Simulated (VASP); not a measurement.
# SiO2 (Stishovite): single point with PBE

SiO2 (Stishovite):

```xyz
6
Lattice="4.2858 0.0000 0.0000 0.0000 4.2858 0.0000 0.0000 0.0000 2.7345" Properties=species:S:1:pos:R:3 pbc="T T T"
Si    0.0000    0.0000    0.0000
Si    2.1429    2.1429    1.3672
O     1.3110    1.3110    0.0000
O     0.8319    3.4540    1.3672
O     2.9748    2.9748    0.0000
O     3.4540    0.8319    1.3672
```

```json
{
 "Program": "VASP 6.6.1",
 "Task": "single point",
 "Functional": "PBE",
 "Potentials or basis": "VASP PAW PBE potentials, release 64 (Si, O)",
 "Cutoff": "520 eV",
 "k mesh": "6 × 6 × 8",
 "Occupations": "gaussian, width 0.01 eV",
 "Spin": "no spin polarisation",
 "Dipole correction": "no",
 "Further INCAR settings": "ALGO = Normal; EDIFF = 1e-06; NBANDS = 25"
}
```

```json
{
  "Pressure": "-11.5 GPa",
  "Largest force": "0.382 eV/Å",
  "Band gap on the k mesh": "4.29 eV, direct"
}
```

Forces in eV/Å, atoms in the order of the input:
```
Si   0.000  0.000  0.000
Si   0.000  0.000  0.000
O    0.270  0.270  0.000
O   -0.270  0.270  0.000
O   -0.270 -0.270  0.000
O    0.270 -0.270  0.000
```

Stress tensor (GPa, compression positive):
```
-10.49   0.00   0.00
  0.00 -10.49   0.00
  0.00   0.00 -13.42
```

Levels at points of the mesh, in eV from the valence-band top:
```csv
k point,band 13,band 14,band 15,band 16,band 17,band 18,band 19,band 20
"(0.00, 0.00, 0.00)",-2.44,-0.84,-0.84,0.00,4.29,6.38,7.87,7.87
"(0.50, 0.00, 0.00)",-2.53,-2.53,-0.99,-0.99,6.72,6.72,8.52,8.52
"(0.50, 0.50, 0.00)",-2.51,-2.51,-2.04,-2.04,6.52,6.52,9.36,9.36
"(0.00, 0.00, 0.50)",-2.73,-2.73,-2.42,-2.42,8.07,8.07,11.86,11.86
"(0.50, 0.00, 0.50)",-2.11,-2.11,-1.58,-1.58,7.92,7.92,9.02,9.02
"(0.50, 0.50, 0.50)",-1.63,-1.63,-1.40,-1.40,6.25,6.25,10.44,10.44
```

Wall time 18 s on 1 thread of Intel(R) Xeon(R) 6975P-C (Granite Rapids) (shared host), peak memory 0.17 GiB.

A k mesh can miss the band edges. PBE gaps usually lie below the measured ones, often by a third to a half.
